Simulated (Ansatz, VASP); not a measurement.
**One calculation of IrOs2, two programs**

INCAR

```
SYSTEM = IrOs2
PREC = Accurate
ENCUT = 520
EDIFF = 1E-7
ISMEAR = -1
SIGMA = 0.08
LREAL = .FALSE.
LASPH = .TRUE.
NELM = 100
ALGO = Normal
ISIF = 2
LWAVE = .FALSE.
LCHARG = .TRUE.
LDIPOL = .TRUE.
IDIPOL = 3
DIPOL = 0.5 0.5 0.500
LELF = .TRUE.
LVHAR = .TRUE.
LVACPOTAV = .TRUE.
NBANDS = 20
```

KPOINTS

```
Automatic mesh
0
G
  17 17 1
  0 0 0
```

File POSCAR:

```
IrOs2
1.0
    2.6891484158      0.0000000000      0.0000000000
   -1.3445742079      2.3288708427      0.0000000000
    0.0000000000      0.0000000000     20.3914000000
Os Ir
2 1
Direct
    0.1666666667      0.3333333333      0.3960381901
    0.8333333333      0.6666666667      0.6039618160
    0.5000000000      1.0000000000      0.4999999936
```

Input for Ansatz:

```yaml
crystal:
  lattice:
    - [2.6891484158, 0.0, 0.0]
    - [-1.3445742079, 2.3288708427, 0.0]
    - [0.0, 0.0, 20.3914]
  atoms:
    - { symbol: Os, position: [0.1666666667, 0.3333333333, 0.3960381901] }
    - { symbol: Ir, position: [0.5, 1.0, 0.4999999936] }
    - { symbol: Os, position: [0.8333333333, 0.6666666667, 0.603961816] }
kpoints:
  mp_grid: { grid: [17, 17, 1] }
scf:
  occupations: { method: fermi_dirac, width: 0.08 }
hamiltonian:
  xc: lda
  pseudopotentials: { kind: all_electron, lapw: { basis_error: 0.001 } }
output:
  forces: true
  stress: true
  eigenvalues: true
efield:
  axis: 3
  amplitude: 0
  dipole_correction: true
```

Alike in both runs: task single point; functional LDA; k mesh 17 × 17 × 1; occupations fermi-dirac, width 0.08 eV; no spin polarisation.

```csv
,VASP,Ansatz
version,VASP 6.6.1,Ansatz 0.2.0
potentials or method,"VASP PAW LDA potentials, release 64 (Os, Ir), cutoff 520 eV","all-electron LAPW, scalar-relativistic"
```

|  | VASP | Ansatz | Ansatz less VASP |
| --- | --- | --- | --- |
| rms of the force components (eV/Å) | 0.224 | 0.189 | -0.0352 |

LDA's correlation is that of Perdew and Zunger in VASP and of Perdew and Wang (1992) in Ansatz. Ansatz ran all-electron here, and VASP with PAW potentials.

Spin-orbit coupling is off throughout.
